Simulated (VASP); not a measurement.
# Si2Ni (Fm-3m) in VASP: notebook

The runs below take Si2Ni through single point, with LDA.

All numbers are computed with VASP 6.6.1; they aren't measurements. Logs are shortened: lines on timing, memory, paths and dates and some standing lists are left out, and cuts for length are marked.

## (1) The cell of the first run

It takes space group Fm-3m (No. 225, cubic). The conventional cell has a = 5.009 Å, b = 5.009 Å, c = 5.009 Å, α = 90.00°, β = 90.00°, γ = 90.00°. Within 2.9 Å of Si (site symmetry -43m) lie 4 Ni at 2.17 Å and 6 Si at 2.50 Å. Within 2.9 Å of Ni (site symmetry m-3m) lie 8 Si at 2.17 Å.

## (2) Single point, LDA, collinear spin, ferromagnetic start

Input file INCAR:

```
  PREC = Accurate
  ENCUT = 520
  EDIFF = 1E-7
  ISMEAR = 0
  SIGMA = 0.15
  LREAL = False
  LASPH = True
  NELM = 150
  ALGO = Normal
  ISIF = 2
  LWAVE = False
  LCHARG = False
  ISPIN = 2
  MAGMOM = 0 0 0.5
  LORBIT = 11
  NUPDOWN = 0.5
  LMAXMIX = 4
  NBANDS = 20
```

Input file KPOINTS:

```
Automatic mesh
0
Gamma
  14 14 14
```

Input file POSCAR:

```
Si2Ni
1.0
    0.0000000000      2.5042594055      2.5042594055
    2.5042594055      0.0000000000      2.5042594055
    2.5042594055      2.5042594055      0.0000000000
Si Ni
2 1
Direct
    0.2500000000      0.2500000000      0.2500000000
    0.7500000000      0.7500000000      0.7500000000
    0.0000000000      0.0000000000      0.0000000000
```

Potentials or basis: VASP PAW LDA potentials, release 64 (Si, Ni).

Launch:

```
$ cat potpaw_LDA.64/Si/POTCAR potpaw_LDA.64/Ni/POTCAR > POTCAR
$ mpirun -np 1 vasp_std > vasp.out
```

OUTCAR:

```text
PREC = Accurate
   ENCUT = 520
   EDIFF = 1E-7
   ISMEAR = 0
   LREAL = False
   LASPH = True
   NELM = 150
   ISIF = 2
   ISPIN = 2
   LORBIT = 11
   NUPDOWN = 0.5

 ion  position               nearest neighbor table
   1  0.250  0.250  0.250-   3 2.17   3 2.17   3 2.17   3 2.17   2 2.50   2 2.50   2 2.50   2 2.50
                             2 2.50   2 2.50
   2  0.750  0.750  0.750-   3 2.17   3 2.17   3 2.17   3 2.17   1 2.50   1 2.50   1 2.50   1 2.50
                             1 2.50   1 2.50
   3  0.000  0.000  0.000-   2 2.17   2 2.17   2 2.17   1 2.17   2 2.17   1 2.17   1 2.17   1 2.17

  LATTYP: Found a face centered cubic cell.
 ALAT       =     5.0085188110

  Lattice vectors:

 A1 = (   0.0000000000,   2.5042594055,   2.5042594055)
 A2 = (   2.5042594055,   0.0000000000,   2.5042594055)
 A3 = (   2.5042594055,   2.5042594055,   0.0000000000)

Analysis of symmetry for initial positions (statically):
=====================================================================
 Subroutine PRICEL returns:
 Original cell was already a primitive cell.

 Routine SETGRP: Setting up the symmetry group for a
 face centered cubic supercell.

 Subroutine GETGRP returns: Found 48 space group operations
 (whereof 48 operations were pure point group operations)
 out of a pool of 48 trial point group operations.

The static configuration has the point symmetry O_h .

Analysis of symmetry for dynamics (positions and initial velocities):
=====================================================================
 Subroutine PRICEL returns:
 Original cell was already a primitive cell.

 Routine SETGRP: Setting up the symmetry group for a
 face centered cubic supercell.

 Subroutine GETGRP returns: Found 48 space group operations
 (whereof 48 operations were pure point group operations)
 out of a pool of 48 trial point group operations.

The dynamic configuration has the point symmetry O_h .

Analysis of structural, dynamic, and magnetic symmetry:
=====================================================================
 Subroutine PRICEL returns:
 Original cell was already a primitive cell.

 Routine SETGRP: Setting up the symmetry group for a
 face centered cubic supercell.

 Subroutine GETGRP returns: Found 48 space group operations
 (whereof 48 operations were pure point group operations)
 out of a pool of 48 trial point group operations.

The overall configuration has the point symmetry O_h .

 Subroutine INISYM returns: Found 48 space group operations
 (whereof 48 operations are pure point group operations),
 and found     1 'primitive' translations

----------------------------------------------------------------------------------------

                                     Primitive cell

  volume of cell :      31.4100

  direct lattice vectors                    reciprocal lattice vectors
     0.000000000  2.504259406  2.504259406    -0.199659827  0.199659827  0.199659827
     2.504259406  0.000000000  2.504259406     0.199659827 -0.199659827  0.199659827
     2.504259406  2.504259406  0.000000000     0.199659827  0.199659827 -0.199659827

  length of vectors
     3.541557615  3.541557615  3.541557615     0.345820965  0.345820965  0.345820965

  position of ions in fractional coordinates (direct lattice)
     0.250000000  0.250000000  0.250000000
     0.750000000  0.750000000  0.750000000
     0.000000000  0.000000000  0.000000000

  ion indices of the primitive-cell ions
   primitive index   ion index
                 1           1
                 2           2
                 3           3

----------------------------------------------------------------------------------------

 KPOINTS: Automatic mesh

Automatic generation of k-mesh.
 Grid dimensions read from file:
 generate k-points for:   14   14   14

 Generating k-lattice:

  Cartesian coordinates                     Fractional coordinates (reciprocal lattice)
    -0.014261416  0.014261416  0.014261416     0.071428571  0.000000000  0.000000000
     0.014261416 -0.014261416  0.014261416     0.000000000  0.071428571  0.000000000
     0.014261416  0.014261416 -0.014261416     0.000000000  0.000000000  0.071428571

  Length of vectors
     0.024701497  0.024701497  0.024701497

  Shift w.r.t. Gamma in fractional coordinates (k-lattice)
     0.000000000  0.000000000  0.000000000

 Subroutine IBZKPT returns following result:
 ===========================================

 Found    104 irreducible k-points:

 Following reciprocal coordinates:
            Coordinates               Weight
  0.000000  0.000000  0.000000      1.000000
  0.071429  0.000000  0.000000      8.000000
  0.142857  0.000000  0.000000      8.000000
  0.214286  0.000000  0.000000      8.000000
  0.285714  0.000000  0.000000      8.000000
  0.357143  0.000000  0.000000      8.000000
[... 16 lines left out ...]
  0.214286  0.142857  0.000000     24.000000
  0.285714  0.142857  0.000000     24.000000
 [... further k-points ...]
   k-points           NKPTS =    104   k-points in BZ     NKDIM =    104   number of bands    NBANDS=     20
   number of dos      NEDOS =    301   number of ions     NIONS =      3
   total plane-waves  NPLWV =  21952
   dimension x,y,z NGX =    28 NGY =   28 NGZ =   28
   dimension x,y,z NGXF=    56 NGYF=   56 NGZF=   56
   ions per type =               2   1
   NGX,Y,Z   is equivalent  to a cutoff of  13.14, 13.14, 13.14 a.u.
   NGXF,Y,Z  is equivalent  to a cutoff of  26.29, 26.29, 26.29 a.u.
 SYSTEM =  unknown system
   PREC   = accura    normal or accurate (medium, high low for compatibility)
   ISTART =      0    job   : 0-new  1-cont  2-samecut
   ICHARG =      2    charge: 1-file 2-atom 10-const
   ISPIN  =      2    spin polarized calculation?
   LNONCOLLINEAR =      F non collinear calculations
   LSORBIT =      F    spin-orbit coupling
   LASPH  =      T    aspherical Exc in radial PAW
   ENCUT  =  520.0 eV  38.22 Ry    6.18 a.u.   6.58  6.58  6.58*2*pi/ulx,y,z
   NELM   =    150;   NELMIN=  2; NELMDL= -5     # of ELM steps
   EDIFF  = 0.1E-06   stopping-criterion for ELM
   LREAL  =      F    real-space projection
   EDIFFG = 0.1E-05   stopping-criterion for IOM
   NSW    =      0    number of steps for IOM
   IBRION =     -1    ionic relax: 0-MD 1-quasi-New 2-CG
   NFREE  =      0    steps in history (QN), initial steepest desc. (CG)
   ISIF   =      2    stress and relaxation
   ISYM   =      2    0-nonsym 1-usesym 2-fastsym
   POTIM  = 0.5000    time-step for ionic-motion
   TEBEG  =    0.0;   TEEND  =   0.0 temperature during run
   PSTRESS=    0.0 pullay stress
   NELECT =      18.0000    total number of electrons
   NUPDOWN=       0.5000    fix difference up-down
   EMIN   =  10.00;   EMAX   =-10.00  energy-range for DOS
   EFERMI =   0.00;   METHOD = LEGACY
   ISMEAR =     0;   SIGMA  =   0.15  broadening in eV -4-tet -1-fermi 0-gaus
   EFERMI_NEDOS =   21; number of points for ismear=-14 and -15
   IALGO  =     38    algorithm
   IMIX   =      4    mixing-type and parameters
     AMIX     =   0.40;   BMIX     =  1.00
     AMIX_MAG =   1.60;   BMIX_MAG =  1.00
  volume/ion in A,a.u.               =      10.47        70.66
  Fermi-wavevector in a.u.,A,eV,Ry     =   1.359804  2.569657 25.158087  1.849067
  Thomas-Fermi vector in A             =   2.486521
   LORBIT       =     11    0 simple, 1 ext, 2 COOP (PROOUT), +10 PAW based schemes
   GGA     = CA    functional components
   LHFCALC =     F    Hartree Fock is set to
   AEXX    =    0.0000 exact exchange contribution
   IVDW    =     0    specifies the selected vdW correction
   LEPSILON=     F    determine dielectric tensor
   LRPA    =     F    only Hartree local field effects (RPA)
 spin polarized calculation
 Gauss-broadening in eV      SIGMA  =   0.15
  energy-cutoff  :      520.00
  volume of cell :       31.41
 maximum number of plane-waves:       877
   NGX = 13   NGY = 13   NGZ = 13

 number of electron      17.9999996 magnetization       0.5000000

 Free energy of the ion-electron system (eV)
  ---------------------------------------------------
  ext. energy  EPLUGINS =         0.00000000
  ---------------------------------------------------
  free energy    TOTEN  =       -18.75532144 eV

  energy without entropy =      -18.74646554  energy(sigma->0) =      -18.75089349

 E-fermi :  13.0464     XC(G=0): -12.8375

 val. band max:       14.7949167266   @ k =  -0.3571   0.3571   0.0714
 cond. band min:      13.1666156693   @ k =  -0.2857   0.1429   0.0000
 fundamental gap:     -1.6283010573
 Fermi energy:        14.7967552815

 spin component 1

 k-point     1 :       0.0000    0.0000    0.0000
  band No.  band energies     occupation
      1      -2.0936      1.00000
      2       7.1235      1.00000
      3       7.1235      1.00000
      4       7.1235      1.00000
      5       9.0549      1.00000
      6       9.0549      1.00000
[... 12 lines left out ...]
     19      23.7135      0.00000
     20      30.9498      0.00000
[... 507 lines left out ...]
 k-point    24 :       0.2857    0.1429    0.0000
  band No.  band energies     occupation
      1      -0.7970      1.00000
      2       5.8761      1.00000
      3       7.3639      1.00000
      4       7.3800      1.00000
      5       8.4410      1.00000
      6       9.2529      1.00000
[... 12 lines left out ...]
     19      28.6812      0.00000
     20      31.2078      0.00000

 [... further k-points ...]

 spin component 2

 k-point     1 :       0.0000    0.0000    0.0000
  band No.  band energies     occupation
      1      -1.9629      1.00000
      2       7.3035      1.00000
      3       7.3035      1.00000
      4       7.3035      1.00000
      5       9.2205      1.00000
      6       9.2205      1.00000
[... 12 lines left out ...]
     19      23.8375      0.00000
     20      31.0725      0.00000
[... 507 lines left out ...]
 k-point    24 :       0.2857    0.1429    0.0000
  band No.  band energies     occupation
      1      -0.6658      1.00000
      2       6.0352      1.00000
      3       7.5391      1.00000
      4       7.5569      1.00000
      5       8.6004      1.00000
      6       9.4222      1.00000
[... 12 lines left out ...]
     19      28.8100      0.00000
     20      31.3508      0.00000

 [... further k-points ...]
[... 5 lines left out ...]
  --------------------------------------------------------------------------------------
  -------------------------------------------------------------------------------------
  Total       10.7874018     10.7874018     10.7874018     -0.0000000      0.0000000     -0.0000000
  in kB      550.2493023    550.2493023    550.2493023     -0.0000000      0.0000000     -0.0000000
  external PRESSURE =     550.2493023 kB  Pullay stress =       0.0000000 kB

 VOLUME and BASIS-vectors are now :
 -----------------------------------------------------------------------------
  energy-cutoff  :      520.00
  volume of cell :       31.41
      direct lattice vectors                 reciprocal lattice vectors
     0.000000000  2.504259406  2.504259406    -0.199659827  0.199659827  0.199659827
     2.504259406  0.000000000  2.504259406     0.199659827 -0.199659827  0.199659827
     2.504259406  2.504259406  0.000000000     0.199659827  0.199659827 -0.199659827

 POSITION                                       TOTAL-FORCE (eV/Angst)
 -----------------------------------------------------------------------------------
      1.25213      1.25213      1.25213        -0.000000      0.000000      0.000000
      3.75639      3.75639      3.75639         0.000000     -0.000000     -0.000000
      0.00000      0.00000      0.00000         0.000000      0.000000     -0.000000
 -----------------------------------------------------------------------------------
    total drift:                               -0.000000     -0.000000      0.000000

  FREE ENERGIE OF THE ION-ELECTRON SYSTEM (eV)
  ---------------------------------------------------
  free  energy   TOTEN  =       -18.7553214442 eV

  energy  without entropy=      -18.7464655433  energy(sigma->0) =      -18.75089349

 total charge

# of ion       s       p       d       tot
------------------------------------------
    1        0.743   1.021   0.000   1.765
    2        0.743   1.021   0.000   1.765
    3        0.701   1.156   8.662  10.519
--------------------------------------------------
tot          2.188   3.199   8.662  14.048

 magnetization (x)

# of ion       s       p       d       tot
------------------------------------------
    1        0.033   0.029   0.000   0.062
    2        0.033   0.029   0.000   0.062
    3        0.005   0.049   0.185   0.239
--------------------------------------------------
tot          0.070   0.108   0.185   0.363
```

Wall time 4.9 min (1 thread of AMD EPYC 7R13, shared host); peak memory 0.19 GiB.

Results:

```yaml
Free_energy: -18.7553 eV
Pressure: 55.0 GPa
Net_moment: 0.50 μB per cell
Site_moments: Si +0.06; Ni +0.24 μB
Valence_electrons_inside_the_program's_atomic_spheres: Si 1.76; Ni 10.52
```

Caveat: the total moment is fixed, so each spin has its own Fermi level.

(Continued in part 2 of 2.)
